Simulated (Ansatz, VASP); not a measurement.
Two plane-wave programs on Au

The input INCAR:

```
SYSTEM = Au
ALGO = Fast
EDIFF = 1E-6
ENCUT = 520
GGA = PS
ISIF = 2
ISMEAR = 0
LASPH = .TRUE.
LCHARG = .TRUE.
LELF = .TRUE.
LREAL = .FALSE.
LVHAR = .TRUE.
LWAVE = .FALSE.
NBANDS = 18
NELM = 80
PREC = Accurate
SIGMA = 0.15
```

Contents of KPOINTS:

```
k-points
0
G
  24 24 12
  0 0 0
```

POSCAR

```
Au
1.0
    2.7290029879      0.0000000000      0.0000000000
   -1.3645014940      2.3633859145      0.0000000000
    0.0000000000      0.0000000000      5.5107069851
Au
2
Direct
    0.3333333333      0.6666666667      0.7500000000
    0.6666666667      0.3333333333      0.2500000000
```

Input for Ansatz:

```yaml
crystal:
  lattice:
    - [2.7290029879, 0.0, 0.0]
    - [-1.364501494, 2.3633859145, 0.0]
    - [0.0, 0.0, 5.5107069851]
  atoms:
    - { symbol: Au, position: [0.3333333333, 0.6666666667, 0.75] }
    - { symbol: Au, position: [0.6666666667, 0.3333333333, 0.25] }
basis:
  ecutwfc: 420
kpoints:
  mp_grid: { grid: [24, 24, 12] }
hamiltonian:
  xc: pbesol
scf:
  occupations: { method: gaussian, width: 0.15 }
output:
  forces: true
  stress: true
  eigenvalues: true
```

Alike in both runs: task single point; functional PBEsol; k mesh 24 × 24 × 12; occupations gaussian, width 0.15 eV; no spin polarisation.

|  | VASP | Ansatz |
| --- | --- | --- |
| version | VASP 6.6.1 | Ansatz 0.2.0 |
| potentials or method | VASP PAW PBE potentials, release 64 (Au), cutoff 520 eV | scalar-relativistic, plane waves, PAW |
| valence electrons in the cell | 22 | 38 |

VASP gave:

- gap on the k mesh at the Fermi level (eV): none
- pressure (GPa): 1.6
- traceless stress, the component that is largest in VASP (GPa): -11.01

Question: Which values does Ansatz return?

Answer: gap on the k mesh at the Fermi level (eV): none; pressure (GPa): 1.8; traceless stress, the component that is largest in VASP (GPa): -11.06.

VASP's potentials were made for PBE, not for PBEsol. A gap of «none» marks a metal or a gap that the smearing closes. With one functional, cell and mesh, what is left measures potentials, basis and numerics. VASP's potentials hold 22 valence electrons a cell and Ansatz's 38, so a difference there can come from the potentials and not from the codes.

Spin-orbit coupling is off throughout.
